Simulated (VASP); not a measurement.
# Zn4Sn4P8H (a cell with a defect) in VASP: notebook

Runs on Zn4Sn4P8H (a cell with a defect). Level: PBE. Tasks: single point.

Program: VASP 6.6.1. These are calculated values, not measurements. Logs are shortened: lines on timing, memory, paths and dates and some standing lists are left out, and cuts for length are marked.

## Step 1: The cell of the first run

The cell holds a defect, 17 atoms: a = 6.996 Å, b = 6.996 Å, c = 8.064 Å, α = 90.00°, β = 90.00°, γ = 109.61°.

## Step 2: Single point, PBE

The input, INCAR:

```
PREC = Accurate
ENCUT = 400
EDIFF = 1E-6
ISMEAR = 0
SIGMA = 0.02
LREAL = F
LASPH = T
NELM = 120
ALGO = Normal
ISIF = 2
LWAVE = F
LCHARG = T
GGA = PE
LELF = T
LVHAR = T
NELECT = 144.0
NBANDS = 86
GGA_COMPAT = F
```

The input, KPOINTS:

```
Automatic mesh
0
Gamma
  2 2 2
  0.5 0.5 0.5
```

The input, POSCAR:

```
Zn4Sn4P8H
1.0
    2.8511725737     -2.8511725737      5.7169940440
    2.8511725737     -2.8511725737     -5.7169940440
    5.7023451474      5.7023451474      0.0000000000
Zn Sn P H
4 4 8 1
Direct
    0.0135411257      0.5065028077      0.2457297767
    0.4954226227      0.0015681638      0.7495594163
    0.4688829189      0.5315821271      0.5426643635
    0.0001303216     -0.0006699241     -0.0027773661
    0.4959044823     -0.0153260660      0.2445842831
   -0.0026245321      0.5018519423      0.7503962649
    0.0057297425     -0.0034219200      0.4994057579
    0.4909651132      0.5064653918      0.0011673267
    0.1125244110      0.8655544067      0.2348029566
    0.6108729254      0.3649515567      0.7462008858
    0.1091555109      0.3613789676      0.0093854368
    0.6199115490      0.8784447902      0.5115187567
    0.1246320402      0.3829326416      0.4878188584
    0.6376680867      0.8879968415      0.9834409975
    0.6523462389      0.3695822571      0.2470128453
    0.1351185143      0.8857421754      0.7615403641
    0.6065859086      0.3852330455      0.4238868286
```

Potentials or basis: VASP PAW PBE potentials, release 64 (Zn, Sn_d, P, H).

Run with:

```
cat potpaw_PBE.64/Zn/POTCAR potpaw_PBE.64/Sn_d/POTCAR potpaw_PBE.64/P/POTCAR potpaw_PBE.64/H/POTCAR > POTCAR
mpirun -np 1 vasp_std > vasp.out
```

OUTCAR:

```text
PREC = Accurate
   ENCUT = 400
   EDIFF = 1E-6
   ISMEAR = 0
   LREAL = F
   LASPH = T
   NELM = 120
   ISIF = 2
   GGA = PE
   NELECT = 144.0

 ion  position               nearest neighbor table
   1  0.014  0.507  0.246-  11 2.36  13 2.37   9 2.37  15 2.38
   2  0.495  0.002  0.750-  16 2.38  12 2.39  14 2.39  10 2.40
   3  0.469  0.532  0.543-  17 1.89  12 2.31  13 2.32  10 2.41
   4  0.000  0.999  0.997-  16 2.37   9 2.38  11 2.39  14 2.39
   5  0.496  0.985  0.245-  14 2.52  12 2.52   9 2.53  15 2.54
   6  0.997  0.502  0.750-  16 2.53  11 2.54  13 2.54  10 2.55
[... 8 lines left out ...]
  15  0.652  0.370  0.247-  17 1.47   1 2.38   5 2.54   8 2.62
  16  0.135  0.886  0.762-   4 2.37   2 2.38   7 2.52   6 2.53
  17  0.607  0.385  0.424-  15 1.47   3 1.89

  LATTYP: Found a base centered orthorhombic cell.
 ALAT       =     8.0643338448
 B/A-ratio  =     1.4178465708
 C/A-ratio  =     1.0000000000

  Lattice vectors:

 A1 = (   2.8511725737,  -2.8511725737,   5.7169940440)
 A2 = (   2.8511725737,  -2.8511725737,  -5.7169940440)
 A3 = (   5.7023451474,   5.7023451474,   0.0000000000)

Analysis of symmetry for initial positions (statically):
=====================================================================
 Subroutine PRICEL returns:
 Original cell was already a primitive cell.

 Routine SETGRP: Setting up the symmetry group for a
 base centered orthorhombic supercell.

 Subroutine GETGRP returns: Found  1 space group operations
 (whereof  1 operations were pure point group operations)
 out of a pool of  8 trial point group operations.

The static configuration has the point symmetry C_1 .

Analysis of symmetry for dynamics (positions and initial velocities):
=====================================================================
 Subroutine PRICEL returns:
 Original cell was already a primitive cell.

 Routine SETGRP: Setting up the symmetry group for a
 base centered orthorhombic supercell.

 Subroutine GETGRP returns: Found  1 space group operations
 (whereof  1 operations were pure point group operations)
 out of a pool of  8 trial point group operations.

The dynamic configuration has the point symmetry C_1 .

 Subroutine INISYM returns: Found  1 space group operations
 (whereof  1 operations are pure point group operations),
 and found     1 'primitive' translations

[... 108 lines left out ...]
   NFREE  =      0    steps in history (QN), initial steepest desc. (CG)
   ISIF   =      2    stress and relaxation
   ISYM   =      2    0-nonsym 1-usesym 2-fastsym
   POTIM  = 0.5000    time-step for ionic-motion
   TEBEG  =    0.0;   TEEND  =   0.0 temperature during run
   PSTRESS=    0.0 pullay stress
   NELECT =     144.0000    total number of electrons
   NUPDOWN=      -1.0000    fix difference up-down
   EMIN   =  10.00;   EMAX   =-10.00  energy-range for DOS
   EFERMI =   0.00;   METHOD = LEGACY
   ISMEAR =     0;   SIGMA  =   0.02  broadening in eV -4-tet -1-fermi 0-gaus
   EFERMI_NEDOS =   21; number of points for ismear=-14 and -15
   IALGO  =     38    algorithm
   IMIX   =      4    mixing-type and parameters
     AMIX     =   0.40;   BMIX     =  1.00
     AMIX_MAG =   1.60;   BMIX_MAG =  1.00
  volume/ion in A,a.u.               =      21.87       147.59
  Fermi-wavevector in a.u.,A,eV,Ry     =   1.193331  2.255068 19.375210  1.424038
  Thomas-Fermi vector in A             =   2.329347
   LORBIT       =      0    0 simple, 1 ext, 2 COOP (PROOUT), +10 PAW based schemes
   GGA     = PE    functional components
   LHFCALC =     F    Hartree Fock is set to
   AEXX    =    0.0000 exact exchange contribution
   IVDW    =     0    specifies the selected vdW correction
   LEPSILON=     F    determine dielectric tensor
   LRPA    =     F    only Hartree local field effects (RPA)
 non-spin polarized calculation
 Gauss-broadening in eV      SIGMA  =   0.02
  energy-cutoff  :      400.00
  volume of cell :      371.80
 maximum number of plane-waves:      6758
 NGX is ok and might be reduce to    48
   NGX = 23   NGY = 23   NGZ = 27

 number of electron     143.9999998 magnetization

 Free energy of the ion-electron system (eV)
  ---------------------------------------------------
  ext. energy  EPLUGINS =         0.00000000
  ---------------------------------------------------
  free energy    TOTEN  =       -73.57598982 eV

  energy without entropy =      -73.57598982  energy(sigma->0) =      -73.57598982

 E-fermi :   4.0266     XC(G=0):  -9.3884

 val. band max:        3.9204676623   @ k =  -0.2500   0.2500   0.2500
 cond. band min:       5.6781227021   @ k =   0.2500  -0.2500   0.2500
 fundamental gap:      1.7576550398
 Fermi energy:         4.0266191372

 k-point     1 :       0.2500    0.2500    0.2500
  band No.  band energies     occupation
      1     -17.1568      2.00000
      2     -17.1357      2.00000
      3     -17.1239      2.00000
      4     -17.0788      2.00000
      5     -17.0724      2.00000
      6     -17.0558      2.00000
[... 337 lines left out ...]
     83       7.9117      0.00000
     84       8.1055      0.00000
 [bands above 84 left out]

------------------------ aborting loop because EDIFF is reached ----------------------------------------

  FORCE on cell =-STRESS in cart. coord.  units (eV):
  Direction    XX          YY          ZZ          XY          YZ          ZX
  --------------------------------------------------------------------------------------
  -------------------------------------------------------------------------------------
  Total       -6.3539356     -6.4674968     -5.0101415     -2.2674194     -0.9470737     -1.0235973
  in kB      -27.3809590    -27.8703273    -21.5901589     -9.7709707     -4.0812163     -4.4109790
  external PRESSURE =     -25.6138151 kB  Pullay stress =       0.0000000 kB

 VOLUME and BASIS-vectors are now :
 -----------------------------------------------------------------------------
  energy-cutoff  :      400.00
  volume of cell :      371.80
      direct lattice vectors                 reciprocal lattice vectors
     2.851172574 -2.851172574  5.716994044     0.087683223 -0.087683223  0.087458548
     2.851172574 -2.851172574 -5.716994044     0.087683223 -0.087683223 -0.087458548
     5.702345147  5.702345147  0.000000000     0.087683223  0.087683223  0.000000000

 POSITION                                       TOTAL-FORCE (eV/Angst)
 -----------------------------------------------------------------------------------
      2.88397     -0.08150     -2.81826         0.047243     -0.030095      0.024140
      5.69125      2.85724      2.82336         0.020640     -0.002129     -0.038653
      5.94696      0.24196     -0.35845         0.219565      0.202884      0.031363
      8.53614      2.83687     -5.71242         0.001204      0.002473      0.018944
      5.61609     -2.82668     -2.79429        -0.035080      0.027854      0.043697
      8.55357      0.00446      2.83291         0.001971      0.027942     -0.039467
[... 9 lines left out ...]
      7.25322      1.43192     -4.29131        -0.004956      0.004889     -0.002090
      5.24500     -0.41070      1.26547        -0.375432     -0.331322     -0.091189
 -----------------------------------------------------------------------------------
    total drift:                               -0.003666     -0.003341     -0.000306

  FREE ENERGIE OF THE ION-ELECTRON SYSTEM (eV)
  ---------------------------------------------------
  free  energy   TOTEN  =       -73.5759898189 eV

  energy  without entropy=      -73.5759898189  energy(sigma->0) =      -73.57598982
```

stdout:

```text
POSCAR found type information on POSCAR ZnSnP H
 POSCAR found :  4 types and      17 ions
 scaLAPACK will be used
 -----------------------------------------------------------------------------
|                                                                             |
|                                                                             |
|     You have a (more or less) 'large supercell' and for larger cells it     |
|     might be more efficient to use real-space projection operators.         |
|     Therefore, try LREAL= Auto in the INCAR file.                           |
|     Mind: For very accurate calculation, you might also keep the            |
|     reciprocal projection scheme (i.e. LREAL=.FALSE.).                      |
|                                                                             |
 -----------------------------------------------------------------------------

 LDA part: xc-table for (Slater+PW92), standard interpolation
 POSCAR, INCAR and KPOINTS ok, starting setup
 FFT: planning ... GRIDC
 FFT: planning ... GRID_SOFT
 FFT: planning ... GRID
 WAVECAR not read
 entering main loop
 the old and the new charge density differ
 old charge density:   145.00000 new  144.00000
    0.146E+01
```

It took 4.7 min on 1 thread of Oxide Virtual Turin-like, shared host; peak memory 0.35 GiB.

Results:

| Item | Value |
| --- | --- |
| Free energy | -73.5760 eV |
| Largest force | 0.509 eV/Å |

Forces in eV/Å, atoms in the order of the input:
```
Zn   0.047 -0.030  0.024
Zn   0.021 -0.002 -0.039
Zn   0.220  0.203  0.031
Zn   0.001  0.002  0.019
Sn  -0.035  0.028  0.044
Sn   0.002  0.028 -0.039
Sn   0.019  0.009  0.003
Sn   0.006  0.017  0.015
P    0.025  0.013 -0.010
P    0.081  0.086 -0.055
P    0.009 -0.045  0.003
P    0.017 -0.027 -0.007
P    0.030  0.041 -0.004
P   -0.012  0.055  0.011
P   -0.050 -0.051  0.098
P   -0.005  0.005 -0.002
H   -0.375 -0.331 -0.091
```

Levels at points of the mesh, in eV from the Fermi level:
```tsv
k point	band 70	band 71	band 72	band 73	band 74	band 75
(0.25, 0.25, 0.25)	-0.71	-0.66	-0.45	2.11	2.40	2.56
```

Caveat: the cell carries a net charge on a neutralising background, which shifts energy and pressure; the cell is charged against a uniform background, so pressure and absolute levels hang on convention; spin-orbit coupling is left out, which moves the levels of the heavy elements.

## Step 3: Single point, PBE

The input, INCAR:

```
SYSTEM = Zn4Sn4P8H
PREC = Accurate
ENCUT = 400
EDIFF = 1E-6
ISMEAR = 0
SIGMA = 0.02
LREAL = .False.
LASPH = .True.
NELM = 120
ALGO = Normal
ISIF = 2
LWAVE = .False.
LCHARG = .False.
GGA = PE
NELECT = 144.0
NBANDS = 86
GGA_COMPAT = .False.
```

KPOINTS is that of step 2.

The input, POSCAR:

```
Zn4Sn4P8H
1.0
    2.8511725737     -2.8511725737      5.7169940440
    2.8511725737     -2.8511725737     -5.7169940440
    5.7023451474      5.7023451474      0.0000000000
Zn Sn P H
4 4 8 1
Direct
   -0.0015681729      0.5045773605      0.2504406456
    0.4934971755     -0.0135411348      0.7542701097
    0.4684178471      0.5311170553      0.4573356106
    0.0006699241     -0.0001303216      0.0027773661
    0.4981481283      0.0026244356      0.2496037969
    0.0153260570      0.5040955009      0.7554157787
    0.0034219200     -0.0057297425      0.5005942163
    0.4935345824      0.5090348609     -0.0011673267
    0.1142578862      0.8648813724      0.2384597854
    0.6304177171      0.3476537352      0.7529871288
    0.1120031327      0.3623318874      0.0165589766
    0.6170674200      0.8753678465      0.5121811158
    0.1215551840      0.3800884251      0.4884812175
    0.6386209189      0.8908443756      0.9906146250
    0.6350484175      0.3891270488      0.2537990884
    0.1344455675      0.8874755631      0.7651970176
    0.6147669287      0.3934140655      0.5761131456
```

Potentials or basis: VASP PAW PBE potentials, release 64 (Zn, Sn_d, P, H).

Run with:

```
cat potpaw_PBE.64/Zn/POTCAR potpaw_PBE.64/Sn_d/POTCAR potpaw_PBE.64/P/POTCAR potpaw_PBE.64/H/POTCAR > POTCAR
mpirun -np 1 vasp_std > vasp.out
```

Wall time 4.3 min (1 thread of Oxide Virtual Turin-like, shared host); peak memory 0.35 GiB.

The run converged. Its results:

```
Free energy   : -73.5760 eV
Largest force : 0.509 eV/Å
```

Forces on the atoms (eV/Å):
```
Zn  -0.021  0.002 -0.039
Zn  -0.047  0.030  0.024
Zn  -0.220 -0.203  0.031
Zn  -0.001 -0.002  0.019
Sn  -0.002 -0.028 -0.039
Sn   0.035 -0.028  0.044
Sn  -0.019 -0.009  0.003
Sn  -0.006 -0.017  0.015
P    0.005 -0.005 -0.002
P    0.050  0.051  0.098
P    0.012 -0.055  0.011
P   -0.030 -0.041 -0.004
P   -0.017  0.027 -0.007
P   -0.009  0.045  0.003
P   -0.081 -0.086 -0.055
P   -0.025 -0.013 -0.010
H    0.375  0.331 -0.091
```

Levels at points of the mesh, in eV from the Fermi level:
```csv
k point,band 70,band 71,band 72,band 73,band 74,band 75
"(0.25, 0.25, 0.25)",-0.71,-0.66,-0.45,2.11,2.40,2.56
```

Caveat: the cell carries a net charge on a neutralising background, which shifts energy and pressure; the cell is charged against a uniform background, so pressure and absolute levels hang on convention; spin-orbit coupling is left out, which moves the levels of the heavy elements.
